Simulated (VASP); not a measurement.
The system is Hg.

```
Hg
1.0
     0.00000    3.14637    3.14637
     3.14637    0.00000    3.14637
     3.14637    3.14637    0.00000
Hg
2
Cartesian
  0.7866 0.7866 0.7866
  5.5062 5.5062 5.5062
```

```yaml
Program: VASP 6.6.1
Task: relaxation of cell and atoms
Functional: r2SCAN
Potentials_or_basis: VASP PAW PBE potentials, release 64 (Hg)
Cutoff: 600 eV
k_mesh: 9 × 9 × 9
Occupations: fermi-dirac, width 0.1 eV
Spin: no spin polarisation
```

At the start: pressure 6.4 GPa; volume 31.15 Å³/atom.

Problem. How do energy, volume and symmetry change on relaxing?

Solution. Over 5 steps the energy falls by 117.5 meV/atom and the volume is 38.99 Å³/atom (+25.2 %); space group Fd-3m (No. 227, to 0.05 Å).

Step by step:
| step | energy change (eV) | largest force (eV/Å) | pressure (GPa) | volume (Å³) |
| --- | --- | --- | --- | --- |
| 1 | 0.0000 | 0.0000 | 6.41 | 62.30 |
| 2 | -0.2271 | 0.0000 | 0.74 | 74.21 |
| 3 | -0.2335 | 0.0000 | -0.24 | 79.90 |
| 4 | -0.2349 | 0.0000 | -0.06 | 78.39 |
| 5 | -0.2350 | 0.0000 | 0.03 | 77.98 |

Final structure:
```xyz
2
Lattice="0.0000 3.3910 3.3910 3.3910 0.0000 3.3910 3.3910 3.3910 0.0000" Properties=species:S:1:pos:R:3 pbc="T T T"
Hg    0.8477    0.8477    0.8477
Hg    5.9342    5.9342    5.9342
```

Caveat: the volume moved by over 15 % at a fixed basis, so the end points are rough; the PAW data sets were made with another functional, which shifts forces and pressure a little.
